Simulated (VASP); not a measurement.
# ZrB (Fm-3m) in VASP: further runs, part 2 of 2

VASP 6.6.1.

## 4. Single point, PBE

INCAR

```
PREC = Accurate ; ENCUT = 500
EDIFF = 1E-6 ; ISMEAR = 0
SIGMA = 0.022 ; LREAL = F
LASPH = T ; NELM = 120
ALGO = Normal ; ISIF = 2
LWAVE = F ; LCHARG = T
GGA = PE ; LELF = T
LVHAR = T ; NBANDS = 14
GGA_COMPAT = F
```

KPOINTS

```
Automatic mesh
0
Gamma
  10 10 10
```

POSCAR

```
ZrB
1.0
    0.0000000000      2.3250000000      2.3250000000
    2.3250000000      0.0000000000      2.3250000000
    2.3250000000      2.3250000000      0.0000000000
Zr B
1 1
Direct
    0.0000000000      0.0000000000      0.0000000000
    0.5000000000      0.5000000000      0.5000000000
```

Potentials or basis: VASP PAW PBE potentials, release 64 (Zr_sv, B).

Run with:

```console
> cat potpaw_PBE.64/Zr_sv/POTCAR potpaw_PBE.64/B/POTCAR > POTCAR
> mpirun -np 1 vasp_std > vasp.out
```

OUTCAR:

```text
PREC = Accurate
   ENCUT = 500
   EDIFF = 1E-6
   ISMEAR = 0
   LREAL = F
   LASPH = T
   NELM = 120
   ISIF = 2
   GGA = PE

 ion  position               nearest neighbor table
   1  0.000  0.000  0.000-   2 2.33   2 2.33   2 2.33   2 2.33   2 2.33   2 2.33
   2  0.500  0.500  0.500-   1 2.33   1 2.33   1 2.33   1 2.33   1 2.33   1 2.33

  LATTYP: Found a face centered cubic cell.
 ALAT       =     4.6500000000

  Lattice vectors:

 A1 = (   0.0000000000,   2.3250000000,   2.3250000000)
 A2 = (   2.3250000000,   0.0000000000,   2.3250000000)
 A3 = (   2.3250000000,   2.3250000000,   0.0000000000)

Analysis of symmetry for initial positions (statically):
=====================================================================
 Subroutine PRICEL returns:
 Original cell was already a primitive cell.

 Routine SETGRP: Setting up the symmetry group for a
 face centered cubic supercell.

 Subroutine GETGRP returns: Found 48 space group operations
 (whereof 48 operations were pure point group operations)
 out of a pool of 48 trial point group operations.

The static configuration has the point symmetry O_h .

Analysis of symmetry for dynamics (positions and initial velocities):
=====================================================================
 Subroutine PRICEL returns:
 Original cell was already a primitive cell.

 Routine SETGRP: Setting up the symmetry group for a
 face centered cubic supercell.

 Subroutine GETGRP returns: Found 48 space group operations
 (whereof 48 operations were pure point group operations)
 out of a pool of 48 trial point group operations.

The dynamic configuration has the point symmetry O_h .

 Subroutine INISYM returns: Found 48 space group operations
 (whereof 48 operations are pure point group operations),
 and found     1 'primitive' translations

----------------------------------------------------------------------------------------

                                     Primitive cell

  volume of cell :      25.1362

  direct lattice vectors                    reciprocal lattice vectors
     0.000000000  2.325000000  2.325000000    -0.215053763  0.215053763  0.215053763
     2.325000000  0.000000000  2.325000000     0.215053763 -0.215053763  0.215053763
     2.325000000  2.325000000  0.000000000     0.215053763  0.215053763 -0.215053763

  length of vectors
     3.288046533  3.288046533  3.288046533     0.372484045  0.372484045  0.372484045

  position of ions in fractional coordinates (direct lattice)
     0.000000000  0.000000000  0.000000000
     0.500000000  0.500000000  0.500000000

  ion indices of the primitive-cell ions
   primitive index   ion index
                 1           1
                 2           2

----------------------------------------------------------------------------------------

 KPOINTS: Automatic mesh

Automatic generation of k-mesh.
 Grid dimensions read from file:
 generate k-points for:   10   10   10

 Generating k-lattice:

  Cartesian coordinates                     Fractional coordinates (reciprocal lattice)
    -0.021505376  0.021505376  0.021505376     0.100000000  0.000000000  0.000000000
     0.021505376 -0.021505376  0.021505376     0.000000000  0.100000000  0.000000000
     0.021505376  0.021505376 -0.021505376     0.000000000  0.000000000  0.100000000

  Length of vectors
     0.037248404  0.037248404  0.037248404

  Shift w.r.t. Gamma in fractional coordinates (k-lattice)
     0.000000000  0.000000000  0.000000000

 Subroutine IBZKPT returns following result:
 ===========================================

 Found     47 irreducible k-points:

 Following reciprocal coordinates:
            Coordinates               Weight
  0.000000  0.000000  0.000000      1.000000
  0.100000  0.000000  0.000000      8.000000
  0.200000  0.000000  0.000000      8.000000
  0.300000  0.000000  0.000000      8.000000
  0.400000  0.000000  0.000000      8.000000
  0.500000  0.000000  0.000000      4.000000
[... 16 lines left out ...]
  0.300000  0.300000  0.000000      6.000000
  0.400000  0.300000  0.000000     24.000000
 [... further k-points ...]
   k-points           NKPTS =     47   k-points in BZ     NKDIM =     47   number of bands    NBANDS=     14
   number of dos      NEDOS =    301   number of ions     NIONS =      2
   total plane-waves  NPLWV =  13824
   dimension x,y,z NGX =    24 NGY =   24 NGZ =   24
   dimension x,y,z NGXF=    48 NGYF=   48 NGZF=   48
   ions per type =               1   1
   NGX,Y,Z   is equivalent  to a cutoff of  12.13, 12.13, 12.13 a.u.
   NGXF,Y,Z  is equivalent  to a cutoff of  24.27, 24.27, 24.27 a.u.
 SYSTEM =  unknown system
   PREC   = accura    normal or accurate (medium, high low for compatibility)
   ISTART =      0    job   : 0-new  1-cont  2-samecut
   ICHARG =      2    charge: 1-file 2-atom 10-const
   ISPIN  =      1    spin polarized calculation?
   LNONCOLLINEAR =      F non collinear calculations
   LSORBIT =      F    spin-orbit coupling
   LASPH  =      T    aspherical Exc in radial PAW
   ENCUT  =  500.0 eV  36.75 Ry    6.06 a.u.   5.99  5.99  5.99*2*pi/ulx,y,z
   NELM   =    120;   NELMIN=  2; NELMDL= -5     # of ELM steps
   EDIFF  = 0.1E-05   stopping-criterion for ELM
   LREAL  =      F    real-space projection
   EDIFFG = 0.1E-04   stopping-criterion for IOM
   NSW    =      0    number of steps for IOM
   IBRION =     -1    ionic relax: 0-MD 1-quasi-New 2-CG
   NFREE  =      0    steps in history (QN), initial steepest desc. (CG)
   ISIF   =      2    stress and relaxation
   ISYM   =      2    0-nonsym 1-usesym 2-fastsym
   POTIM  = 0.5000    time-step for ionic-motion
   TEBEG  =    0.0;   TEEND  =   0.0 temperature during run
   PSTRESS=    0.0 pullay stress
   NELECT =      15.0000    total number of electrons
   NUPDOWN=      -1.0000    fix difference up-down
   EMIN   =  10.00;   EMAX   =-10.00  energy-range for DOS
   EFERMI =   0.00;   METHOD = LEGACY
   ISMEAR =     0;   SIGMA  =   0.02  broadening in eV -4-tet -1-fermi 0-gaus
   EFERMI_NEDOS =   21; number of points for ismear=-14 and -15
   IALGO  =     38    algorithm
   IMIX   =      4    mixing-type and parameters
     AMIX     =   0.40;   BMIX     =  1.00
     AMIX_MAG =   1.60;   BMIX_MAG =  1.00
  volume/ion in A,a.u.               =      12.57        84.81
  Fermi-wavevector in a.u.,A,eV,Ry     =   1.378285  2.604581 25.846565  1.899669
  Thomas-Fermi vector in A             =   2.503360
   LORBIT       =      0    0 simple, 1 ext, 2 COOP (PROOUT), +10 PAW based schemes
   GGA     = PE    functional components
   LHFCALC =     F    Hartree Fock is set to
   AEXX    =    0.0000 exact exchange contribution
   IVDW    =     0    specifies the selected vdW correction
   LEPSILON=     F    determine dielectric tensor
   LRPA    =     F    only Hartree local field effects (RPA)
 non-spin polarized calculation
 Gauss-broadening in eV      SIGMA  =   0.02
  energy-cutoff  :      500.00
  volume of cell :       25.14
 maximum number of plane-waves:       648
   NGX = 11   NGY = 11   NGZ = 11

 number of electron      15.0000000 magnetization

 Free energy of the ion-electron system (eV)
  ---------------------------------------------------
  ext. energy  EPLUGINS =         0.00000000
  ---------------------------------------------------
  free energy    TOTEN  =       -15.58189225 eV

  energy without entropy =      -15.58150952  energy(sigma->0) =      -15.58170089

 E-fermi :   9.0102     XC(G=0): -12.2232

 val. band max:        8.9660552424   @ k =   0.3000   0.2000   0.1000
 cond. band min:       9.0251429006   @ k =   0.5000   0.3000   0.1000
 fundamental gap:      0.0590876582
 Fermi energy:         9.0101889840

 k-point     1 :       0.0000    0.0000    0.0000
  band No.  band energies     occupation
      1     -37.7520      2.00000
      2     -15.4926      2.00000
      3     -15.4926      2.00000
      4     -15.4926      2.00000
      5       0.6802      2.00000
      6      10.9457      0.00000
      7      10.9457      0.00000
      8      10.9457      0.00000
      9      12.7221      0.00000
     10      12.7221      0.00000
     11      12.8182      0.00000
     12      12.8182      0.00000
     13      12.8182      0.00000
     14      20.1660      0.00000
[... 375 lines left out ...]
 k-point    24 :       0.4000    0.3000    0.0000
  band No.  band energies     occupation
      1     -37.6231      2.00000
      2     -16.1970      2.00000
      3     -15.7757      2.00000
      4     -15.7453      2.00000
      5       2.8908      2.00000
      6       7.3569      2.00000
      7       8.2676      2.00000
      8      10.3803      0.00000
      9      11.1974      0.00000
     10      14.6526      0.00000
     11      16.2532      0.00000
     12      16.4990      0.00000
     13      20.6762      0.00000
     14      23.2733      0.00000

 [... further k-points ...]
[... 5 lines left out ...]
  --------------------------------------------------------------------------------------
  -------------------------------------------------------------------------------------
  Total        5.4351586      5.4351586      5.4351586      0.0000000      0.0000000      0.0000000
  in kB      346.4367351    346.4367351    346.4367351      0.0000000      0.0000000      0.0000000
  external PRESSURE =     346.4367351 kB  Pullay stress =       0.0000000 kB

 VOLUME and BASIS-vectors are now :
 -----------------------------------------------------------------------------
  energy-cutoff  :      500.00
  volume of cell :       25.14
      direct lattice vectors                 reciprocal lattice vectors
     0.000000000  2.325000000  2.325000000    -0.215053763  0.215053763  0.215053763
     2.325000000  0.000000000  2.325000000     0.215053763 -0.215053763  0.215053763
     2.325000000  2.325000000  0.000000000     0.215053763  0.215053763 -0.215053763

 POSITION                                       TOTAL-FORCE (eV/Angst)
 -----------------------------------------------------------------------------------
      0.00000      0.00000      0.00000         0.000000     -0.000000     -0.000000
      2.32500      2.32500      2.32500         0.000000      0.000000      0.000000
 -----------------------------------------------------------------------------------
    total drift:                                0.000000     -0.000000     -0.000000

  FREE ENERGIE OF THE ION-ELECTRON SYSTEM (eV)
  ---------------------------------------------------
  free  energy   TOTEN  =       -15.5818922515 eV

  energy  without entropy=      -15.5815095205  energy(sigma->0) =      -15.58170089
```

stdout:

```text
POSCAR found type information on POSCAR ZrB
 POSCAR found :  2 types and       2 ions
 scaLAPACK will be used
 LDA part: xc-table for (Slater+PW92), standard interpolation
 POSCAR, INCAR and KPOINTS ok, starting setup
 FFT: planning ... GRIDC
 FFT: planning ... GRID_SOFT
 FFT: planning ... GRID
 WAVECAR not read
 entering main loop
```

It took 14 s on 1 thread of Intel Xeon Platinum 8259CL at 2.50GHz (Skylake/Cascade Lake), shared host; peak memory 0.14 GiB.

Results:

* Free energy: -15.5819 eV
* Pressure: 34.6 GPa

Levels at points of the mesh, in eV from the Fermi level:
| k point | band 4 | band 5 | band 6 | band 7 | band 8 | band 9 | band 10 | band 11 | band 12 | band 13 |
| --- | --- | --- | --- | --- | --- | --- | --- | --- | --- | --- |
| (0.00, 0.00, 0.00) | -24.50 | -8.33 | 1.94 | 1.94 | 1.94 | 3.71 | 3.71 | 3.81 | 3.81 | 3.81 |
| (0.50, 0.00, 0.00) | -24.60 | -4.19 | -3.61 | -1.41 | -1.41 | 5.79 | 5.79 | 7.38 | 8.26 | 13.39 |
| (0.50, 0.50, 0.00) | -24.83 | -6.50 | -1.11 | -0.30 | 2.54 | 2.54 | 5.49 | 6.95 | 6.95 | 10.68 |

## 5. The runs side by side

```tsv
smearing	gap on the mesh (eV)	pressure (GPa)
gaussian 0.017 eV	none	34.6
gaussian 0.018 eV	none	34.6
gaussian 0.022 eV	none	34.6
```

Alike in all rows: task single point; level PBE; potentials or basis VASP PAW PBE potentials, release 64 (Zr_sv, B); no spin polarisation; cell as given; k mesh 10 × 10 × 10; cutoff (eV) 500.

Every run on the cell as given and a fine mesh finds a metal.

Absolute energies hang on the potentials; compare differences alone.
